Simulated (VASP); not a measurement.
# Bi2Te3 (R3m) in VASP: notebook

Bi2Te3 is run at these levels: LDA; tasks: electric field gradients.

Program: VASP 6.6.1. These are calculated values, not measurements. Logs are shortened: lines on timing, memory, paths and dates and some standing lists are left out, and cuts for length are marked.

**1. The cell of the first run**

Symmetry: R3m, No. 160, trigonal system. The conventional cell has a = 4.327 Å, b = 4.327 Å, c = 29.231 Å, α = 90.00°, β = 90.00°, γ = 120.00°. Bi (site symmetry 3m) has 3 Te at 2.97 Å and 3 Bi at 3.36 Å within 3.9 Å. Within 4.6 Å of Bi (site symmetry 3m) lie 9 Te at 3.20 to 4.58 Å and 9 Bi at 3.36 to 4.33 Å. Te (site symmetry 3m) has 6 Te at 2.98 to 3.38 Å within 3.9 Å. Within 3.9 Å of Te (site symmetry 3m) lie 3 Bi at 2.97 Å and 3 Te at 3.38 Å. Te (site symmetry 3m) has 3 Te at 2.98 Å and 3 Bi at 3.20 Å within 3.9 Å.

**2. Electric field gradients, LDA (31.60 Å³/atom)**

INCAR reads:

```
SYSTEM = Bi2Te3
  PREC = Accurate
  ENCUT = 520
  EDIFF = 1E-8
  ISMEAR = -1
  SIGMA = 0.08
  LREAL = .FALSE.
  LASPH = .TRUE.
  NELM = 80
  ALGO = Normal
  ISIF = 2
  LWAVE = .FALSE.
  LCHARG = .FALSE.
  GGA = CA
  LEFG = .TRUE.
  NBANDS = 32
```

KPOINTS reads:

```
regular mesh
0
G
  8 8 8
  0 0 0
```

POSCAR reads:

```
Bi2Te3
1.0
    2.1634171494      1.2490494735      9.7436197600
   -2.1634171494      1.2490494735      9.7436197600
    0.0000000000     -2.4980989472      9.7436197600
Bi Te
2 3
Direct
    0.8120000000      0.8120000000      0.8120000000
    0.4020000000      0.4020000000      0.4020000000
    0.6110000000      0.6110000000      0.6110000000
    0.2000000000      0.2000000000      0.2000000000
    0.0000000000      0.0000000000      0.0000000000
```

Potentials or basis: VASP PAW LDA potentials, release 64 (Bi_d, Te).

On the command line:

```console
> cat potpaw_LDA.64/Bi_d/POTCAR potpaw_LDA.64/Te/POTCAR > POTCAR
> mpirun -np 1 vasp_std > vasp.out
```

OUTCAR:

```text
SYSTEM = Bi2Te3
   PREC = Accurate
   ENCUT = 520
   EDIFF = 1E-8
   ISMEAR = -1
   LREAL = .FALSE.
   LASPH = .TRUE.
   NELM = 80
   ISIF = 2
   GGA = CA

 ion  position               nearest neighbor table
   1  0.812  0.812  0.812-   4 2.97   4 2.97   4 2.97   2 3.36   2 3.36   2 3.36
   2  0.402  0.402  0.402-   5 3.20   5 3.20   5 3.20   1 3.36   1 3.36   1 3.36
   3  0.611  0.611  0.611-   5 2.98   5 2.98   5 2.98   4 3.38   4 3.38   4 3.38
   4  0.200  0.200  0.200-   1 2.97   1 2.97   1 2.97   3 3.38   3 3.38   3 3.38
   5  0.000  0.000  0.000-   3 2.98   3 2.98   3 2.98   2 3.20   2 3.20   2 3.20

  LATTYP: Found a trigonal (rhomboedric) cell.
 ALAT       =    10.0587585903
 COS(alpha) =     0.9074829532

  Lattice vectors:

 A1 = (   2.1634171494,   1.2490494735,   9.7436197600)
 A2 = (  -2.1634171494,   1.2490494735,   9.7436197600)
 A3 = (   0.0000000000,  -2.4980989472,   9.7436197600)

Analysis of symmetry for initial positions (statically):
=====================================================================
 Subroutine PRICEL returns:
 Original cell was already a primitive cell.

 Routine SETGRP: Setting up the symmetry group for a
 trigonal (rhombohedral) supercell.

 Subroutine GETGRP returns: Found  6 space group operations
 (whereof  6 operations were pure point group operations)
 out of a pool of 12 trial point group operations.

The static configuration has the point symmetry C_3v.

Analysis of symmetry for dynamics (positions and initial velocities):
=====================================================================
 Subroutine PRICEL returns:
 Original cell was already a primitive cell.

 Routine SETGRP: Setting up the symmetry group for a
 trigonal (rhombohedral) supercell.

 Subroutine GETGRP returns: Found  6 space group operations
 (whereof  6 operations were pure point group operations)
 out of a pool of 12 trial point group operations.

The dynamic configuration has the point symmetry C_3v.

 Subroutine INISYM returns: Found  6 space group operations
 (whereof  6 operations are pure point group operations),
 and found     1 'primitive' translations

[... 144 lines left out ...]
  free energy    TOTEN  =       -20.27049048 eV

  energy without entropy =      -20.23869191  energy(sigma->0) =      -20.25459119

 E-fermi :   7.0583     XC(G=0):  -9.9069

 val. band max:        7.0449576729   @ k =   0.5000   0.2500   0.2500
 cond. band min:       7.0862697114   @ k =  -0.1250   0.1250   0.0000
 fundamental gap:      0.0413120385
 Fermi energy:         7.0583049435

 k-point     1 :       0.0000    0.0000    0.0000
  band No.  band energies     occupation
      1     -16.0912      2.00000
      2     -16.0912      2.00000
      3     -16.0523      2.00000
      4     -16.0523      2.00000
      5     -16.0476      2.00000
      6     -15.4814      2.00000
[... 829 lines left out ...]
     31      10.7960      0.00000
     32      11.9849      0.00000

 [... further k-points ...]
[... 5 lines left out ...]
  --------------------------------------------------------------------------------------
  -------------------------------------------------------------------------------------
  Total        1.9050069      1.9050069      0.8405074      0.0000000     -0.0000000      0.0000000
  in kB       19.3203791     19.3203791      8.5243371      0.0000000     -0.0000000      0.0000000
  external PRESSURE =      15.7216984 kB  Pullay stress =       0.0000000 kB

 VOLUME and BASIS-vectors are now :
 -----------------------------------------------------------------------------
  energy-cutoff  :      520.00
  volume of cell :      157.98
      direct lattice vectors                 reciprocal lattice vectors
     2.163417149  1.249049473  9.743619760     0.231115853  0.133434800  0.034210421
    -2.163417149  1.249049473  9.743619760    -0.231115853  0.133434800  0.034210421
     0.000000000 -2.498098947  9.743619760     0.000000000 -0.266869600  0.034210421

 POSITION                                       TOTAL-FORCE (eV/Angst)
 -----------------------------------------------------------------------------------
      0.00000     -0.00000     23.73546         0.000000      0.000000     -1.110215
      0.00000     -0.00000     11.75081         0.000000      0.000000     -0.381100
      0.00000     -0.00000     17.86006         0.000000      0.000000     -0.949607
      0.00000     -0.00000      5.84617         0.000000     -0.000000      1.071900
      0.00000      0.00000      0.00000         0.000000     -0.000000      1.369023
 -----------------------------------------------------------------------------------
    total drift:                               -0.000000     -0.000000     -0.000628

  FREE ENERGIE OF THE ION-ELECTRON SYSTEM (eV)
  ---------------------------------------------------
  free  energy   TOTEN  =       -20.2704904795 eV

  energy  without entropy=      -20.2386919096  energy(sigma->0) =      -20.25459119

 Electric field gradients (V/A^2)
---------------------------------------------------------------------
 ion       V_xx      V_yy      V_zz      V_xy      V_xz      V_yz
---------------------------------------------------------------------
   1      20.481    20.481   -40.961    -0.000    -0.000     0.000
   2      -5.182    -5.182    10.364     0.000     0.000     0.000
   3      -3.804    -3.804     7.607    -0.000    -0.000     0.000
   4      -6.693    -6.693    13.387    -0.000    -0.000     0.000
   5     -11.277   -11.277    22.555     0.000    -0.000     0.000
---------------------------------------------------------------------

 Electric field gradients after diagonalization (V/A^2)
 (convention: |V_zz| > |V_xx| > |V_yy|)
----------------------------------------------------------------------
 ion       V_xx      V_yy      V_zz     asymmetry (V_yy - V_xx)/ V_zz
----------------------------------------------------------------------
   1      20.481    20.481   -40.961       0.000
   2      -5.182    -5.182    10.364       0.000
   3      -3.804    -3.804     7.607       0.000
   4      -6.693    -6.693    13.387       0.000
   5     -11.277   -11.277    22.555       0.000
----------------------------------------------------------------------

           NMR quadrupolar parameters

 Cq : quadrupolar parameter    Cq=e*Q*V_zz/h
 eta: asymmetry parameters     (V_yy - V_xx)/ V_zz
 Q  : nuclear electric quadrupole moment in mb (millibarn)
----------------------------------------------------------------------
 ion       Cq(MHz)       eta       Q (mb)
----------------------------------------------------------------------
   1      -0.099       0.000       1.000
   2       0.025       0.000       1.000
   3       0.018       0.000       1.000
   4       0.032       0.000       1.000
   5       0.055       0.000       1.000
----------------------------------------------------------------------
```

Wall time 16 min (1 thread of Intel Xeon 6975P-C (Granite Rapids), shared host); peak memory 0.82 GiB.

What came out:

```yaml
Free_energy: -20.2705 eV
Pressure: 1.6 GPa
Largest_force: 1.369 eV/Å
Band_gap_on_the_k_mesh: zero (bands 24 and 25 overlap by 0.19 eV)
Largest_electric_field_gradient_by_atom: Bi -41.0, +10.4; Te +7.6, +13.4, +22.6 V/Å²
```

Forces on the atoms (eV/Å):
```
Bi   0.000  0.000 -1.110
Bi   0.000  0.000 -0.381
Te   0.000  0.000 -0.950
Te   0.000  0.000  1.072
Te   0.000  0.000  1.369
```

Stress tensor (GPa, compression positive):
```
1.93 0.00 0.00
0.00 1.93 0.00
0.00 0.00 0.85
```

Levels at points of the mesh, in eV from the Fermi level:
```
           k point  band 20  band 21  band 22  band 23  band 24  band 25  band 26  band 27  band 28  band 29
(0.00, 0.00, 0.00)    -2.26    -2.26    -0.54    -0.54    -0.46    -0.04     0.23     0.23     2.21     2.21
(0.50, 0.00, 0.00)    -3.49    -3.47    -2.42    -0.38    -0.27    -0.16     0.42     2.52     2.76     3.28
(0.50, 0.50, 0.00)    -3.16    -2.39    -1.98    -1.22    -0.55     0.33     1.06     1.86     2.52     2.68
(0.50, 0.50, 0.50)    -2.22    -1.87    -0.86    -0.81    -0.81     0.44     0.87     0.87     1.65     1.65
```

Electric field gradients, principal values (V/Å²):
| atom | least | middle | greatest (by size) |
| --- | --- | --- | --- |
| 1 Bi | 20.481 | 20.481 | -40.961 |
| 2 Bi | -5.182 | -5.182 | 10.364 |
| 3 Te | -3.804 | -3.804 | 7.607 |
| 4 Te | -6.693 | -6.693 | 13.387 |
| 5 Te | -11.277 | -11.277 | 22.555 |

Caveat: without QUAD_EFG the Cq values of the log hold for a quadrupole moment of 1 mb, not for the nuclei; spin-orbit coupling is left out, which moves the levels of the heavy elements; forces of over 1 eV/Å act on the atoms, so gaps and moduli don't describe the material at rest.

**3. Electric field gradients, LDA (34.96 Å³/atom)**

This run uses another cell than the first one, of 34.96 Å³/atom.

INCAR reads:

```
SYSTEM = Bi2Te3
ALGO     = Normal         ! electronic algorithm
EDIFF    = 1E-8           ! SCF threshold, eV
ENCUT    = 520            ! plane-wave cutoff, eV
ISIF     = 2              ! what is computed and relaxed
ISMEAR   = -1             ! smearing method
LASPH    = .TRUE.         ! aspherical terms in the spheres
LCHARG   = .FALSE.        ! write CHGCAR
LEFG     = .TRUE.       
LREAL    = .FALSE.        ! projectors in reciprocal space
LWAVE    = .FALSE.        ! write WAVECAR
NBANDS   = 32             ! bands
NELM     = 100            ! most SCF steps
PREC     = Accurate       ! precision mode
SIGMA    = 0.08           ! smearing width, eV
```

KPOINTS reads:

```
k-points
0
G
  8 8 8
  0 0 0
```

Changes to POSCAR since step 2:

```diff
@@ -2,5 +2,5 @@
 1.0
-    2.1634171494      1.2490494735      9.7436197600
-   -2.1634171494      1.2490494735      9.7436197600
-    0.0000000000     -2.4980989472      9.7436197600
+    2.2375638137      1.2918580701     10.0775622472
+   -2.2375638137      1.2918580701     10.0775622472
+    0.0000000000     -2.5837161404     10.0775622472
 Bi Te
```

Potentials or basis: VASP PAW LDA potentials, release 64 (Bi_d, Te).

On the command line:

```console
> cat potpaw_LDA.64/Bi_d/POTCAR potpaw_LDA.64/Te/POTCAR > POTCAR
> mpirun -np 1 vasp_std > vasp.out
```

OUTCAR:

```text
SYSTEM = Bi2Te3
   EDIFF = 1E-8
   ENCUT = 520
   ISIF = 2
   ISMEAR = -1
   LASPH = .TRUE.
   LREAL = .FALSE.
   NELM = 100
   PREC = Accurate

 ion  position               nearest neighbor table
   1  0.812  0.812  0.812-   4 3.07   4 3.07   4 3.07   2 3.47   2 3.47   2 3.47
   2  0.402  0.402  0.402-   5 3.31   5 3.31   5 3.31   1 3.47   1 3.47   1 3.47
   3  0.611  0.611  0.611-   5 3.08   5 3.08   5 3.08   4 3.49   4 3.49   4 3.49
   4  0.200  0.200  0.200-   1 3.07   1 3.07   1 3.07   3 3.49   3 3.49   3 3.49
   5  0.000  0.000  0.000-   3 3.08   3 3.08   3 3.08   2 3.31   2 3.31   2 3.31

  LATTYP: Found a trigonal (rhomboedric) cell.
 ALAT       =    10.4035018114
 COS(alpha) =     0.9074829532

  Lattice vectors:

 A1 = (   2.2375638137,   1.2918580701,  10.0775622472)
 A2 = (  -2.2375638137,   1.2918580701,  10.0775622472)
 A3 = (   0.0000000000,  -2.5837161404,  10.0775622472)

Analysis of symmetry for initial positions (statically):
=====================================================================
 Subroutine PRICEL returns:
 Original cell was already a primitive cell.

 Routine SETGRP: Setting up the symmetry group for a
 trigonal (rhombohedral) supercell.

 Subroutine GETGRP returns: Found  6 space group operations
 (whereof  6 operations were pure point group operations)
 out of a pool of 12 trial point group operations.

The static configuration has the point symmetry C_3v.

Analysis of symmetry for dynamics (positions and initial velocities):
=====================================================================
 Subroutine PRICEL returns:
 Original cell was already a primitive cell.

 Routine SETGRP: Setting up the symmetry group for a
[... 1014 lines left out ...]
  -------------------------------------------------------------------------------------
  Total       -3.4006317     -3.4006317     -4.6141230      0.0000000      0.0000000      0.0000000
  in kB      -31.1726133    -31.1726133    -42.2963394      0.0000000      0.0000000      0.0000000
  external PRESSURE =     -34.8805220 kB  Pullay stress =       0.0000000 kB

 VOLUME and BASIS-vectors are now :
 -----------------------------------------------------------------------------
  energy-cutoff  :      520.00
  volume of cell :      174.78
      direct lattice vectors                 reciprocal lattice vectors
     2.237563814  1.291858070 10.077562247     0.223457314  0.129013140  0.033076782
    -2.237563814  1.291858070 10.077562247    -0.223457314  0.129013140  0.033076782
     0.000000000 -2.583716140 10.077562247     0.000000000 -0.258026281  0.033076782

 POSITION                                       TOTAL-FORCE (eV/Angst)
 -----------------------------------------------------------------------------------
      0.00000     -0.00000     24.54894         0.000000      0.000000     -0.573138
      0.00000     -0.00000     12.15354         0.000000      0.000000     -0.463340
      0.00000     -0.00000     18.47217         0.000000      0.000000     -0.465453
      0.00000     -0.00000      6.04654         0.000000     -0.000000      0.462207
      0.00000      0.00000      0.00000         0.000000     -0.000000      1.039724
 -----------------------------------------------------------------------------------
    total drift:                                0.000000     -0.000000      0.000619

  FREE ENERGIE OF THE ION-ELECTRON SYSTEM (eV)
  ---------------------------------------------------
  free  energy   TOTEN  =       -20.1477604644 eV

  energy  without entropy=      -20.1105653446  energy(sigma->0) =      -20.12916290

 Electric field gradients (V/A^2)
---------------------------------------------------------------------
 ion       V_xx      V_yy      V_zz      V_xy      V_xz      V_yz
---------------------------------------------------------------------
   1      26.921    26.921   -53.842    -0.000    -0.000     0.000
   2       3.679     3.679    -7.358     0.000    -0.000     0.000
   3      -3.660    -3.660     7.321    -0.000    -0.000     0.000
   4      -7.567    -7.567    15.133    -0.000    -0.000     0.000
   5     -11.622   -11.622    23.245     0.000    -0.000     0.000
---------------------------------------------------------------------

 Electric field gradients after diagonalization (V/A^2)
 (convention: |V_zz| > |V_xx| > |V_yy|)
----------------------------------------------------------------------
 ion       V_xx      V_yy      V_zz     asymmetry (V_yy - V_xx)/ V_zz
----------------------------------------------------------------------
   1      26.921    26.921   -53.842       0.000
   2       3.679     3.679    -7.358       0.000
   3      -3.660    -3.660     7.321       0.000
   4      -7.567    -7.567    15.133       0.000
   5     -11.622   -11.622    23.245       0.000
----------------------------------------------------------------------

           NMR quadrupolar parameters

 Cq : quadrupolar parameter    Cq=e*Q*V_zz/h
 eta: asymmetry parameters     (V_yy - V_xx)/ V_zz
 Q  : nuclear electric quadrupole moment in mb (millibarn)
----------------------------------------------------------------------
 ion       Cq(MHz)       eta       Q (mb)
----------------------------------------------------------------------
   1      -0.130       0.000       1.000
   2      -0.018       0.000       1.000
   3       0.018       0.000       1.000
   4       0.037       0.000       1.000
   5       0.056       0.000       1.000
----------------------------------------------------------------------
```

OSZICAR:

```text
N       E                     dE             d eps       ncg     rms          rms(c)
DAV:   1     0.429013695358E+03    0.42901E+03   -0.21613E+04  4160   0.144E+03
DAV:   2     0.246588511707E+02   -0.40435E+03   -0.38841E+03  4376   0.371E+02
DAV:   3    -0.182971253551E+02   -0.42956E+02   -0.41270E+02  5280   0.135E+02
DAV:   4    -0.201405710732E+02   -0.18434E+01   -0.18320E+01  4584   0.304E+01
DAV:   5    -0.202278341394E+02   -0.87263E-01   -0.87246E-01  6160   0.643E+00    0.119E+01
DAV:   6    -0.201523721068E+02    0.75462E-01   -0.85146E-02  5048   0.561E+00    0.745E+00
DAV:   7    -0.201502010494E+02    0.21711E-02   -0.85138E-02  4840   0.184E+00    0.788E-01
DAV:   8    -0.201481933750E+02    0.20077E-02   -0.67999E-03  4648   0.602E-01    0.488E-01
DAV:   9    -0.201479063826E+02    0.28699E-03   -0.11028E-03  4976   0.341E-01    0.327E-01
DAV:  10    -0.201477628395E+02    0.14354E-03   -0.96658E-04  4888   0.241E-01    0.915E-02
DAV:  11    -0.201477632426E+02   -0.40309E-06   -0.11578E-04  4640   0.580E-02    0.223E-02
DAV:  12    -0.201477609683E+02    0.22743E-05   -0.10023E-05  5864   0.230E-02    0.886E-03
DAV:  13    -0.201477604388E+02    0.52953E-06   -0.35406E-06  4800   0.137E-02    0.464E-03
DAV:  14    -0.201477604649E+02   -0.26147E-07   -0.27179E-07  4968   0.284E-03    0.172E-03
DAV:  15    -0.201477604644E+02    0.53024E-09   -0.31454E-08  4176   0.114E-03
   1 F= -.20147760E+02 E0= -.20129163E+02  d E =-.371951E-01
```

stdout:

```text
POSCAR found type information on POSCAR BiTe
 POSCAR found :  2 types and       5 ions
 scaLAPACK will be used
 LDA part: xc-table for (Slater(with rela. corr.)+CA(PZ))
 , standard interpolation
 POSCAR, INCAR and KPOINTS ok, starting setup
 FFT: planning ... GRIDC
 FFT: planning ... GRID_SOFT
 FFT: planning ... GRID
 WAVECAR not read
 entering main loop
ion   1

ion   2

ion   3

ion   4

ion   5
```

Wall time 55 min (1 thread of Intel Xeon 8259CL, shared host); peak memory 0.78 GiB.

What came out:

```yaml
Free_energy: -20.1478 eV
Pressure: -3.5 GPa
Largest_force: 1.040 eV/Å
Band_gap_on_the_k_mesh: zero (bands 24 and 25 overlap by 0.18 eV)
Largest_electric_field_gradient_by_atom: Bi -53.8, -7.4; Te +7.3, +15.1, +23.2 V/Å²
```

Forces in eV/Å, atoms in the order of the input:
```
Bi   0.000  0.000 -0.573
Bi   0.000  0.000 -0.463
Te   0.000  0.000 -0.465
Te   0.000  0.000  0.462
Te   0.000  0.000  1.040
```

Levels at points of the mesh, in eV from the Fermi level:
| k point | band 20 | band 21 | band 22 | band 23 | band 24 | band 25 | band 26 | band 27 | band 28 | band 29 |
| --- | --- | --- | --- | --- | --- | --- | --- | --- | --- | --- |
| (0.00, 0.00, 0.00) | -2.01 | -2.01 | -0.52 | -0.41 | -0.41 | -0.12 | 0.29 | 0.29 | 2.03 | 2.03 |
| (0.50, 0.00, 0.00) | -3.13 | -3.06 | -2.08 | -0.27 | -0.26 | -0.16 | 0.45 | 2.36 | 2.67 | 3.27 |
| (0.50, 0.50, 0.00) | -2.80 | -2.22 | -1.77 | -1.00 | -0.47 | 0.34 | 1.11 | 1.66 | 2.37 | 2.49 |
| (0.50, 0.50, 0.50) | -1.98 | -1.81 | -0.93 | -0.65 | -0.65 | 0.38 | 0.83 | 0.83 | 1.58 | 1.58 |

Electric field gradients, principal values (V/Å²):
| atom | least | middle | greatest (by size) |
| --- | --- | --- | --- |
| 1 Bi | 26.921 | 26.921 | -53.842 |
| 2 Bi | 3.679 | 3.679 | -7.358 |
| 3 Te | -3.660 | -3.660 | 7.321 |
| 4 Te | -7.567 | -7.567 | 15.133 |
| 5 Te | -11.622 | -11.622 | 23.245 |

Caveat: the cell stands under tension; without QUAD_EFG the Cq values of the log hold for a quadrupole moment of 1 mb, not for the nuclei; spin-orbit coupling is left out, which moves the levels of the heavy elements; forces of over 1 eV/Å act on the atoms, so gaps and moduli don't describe the material at rest.

(Part 1 of 2 ends here.)

The gap in the log of VASP goes by the Fermi energy; the results here count the filled bands.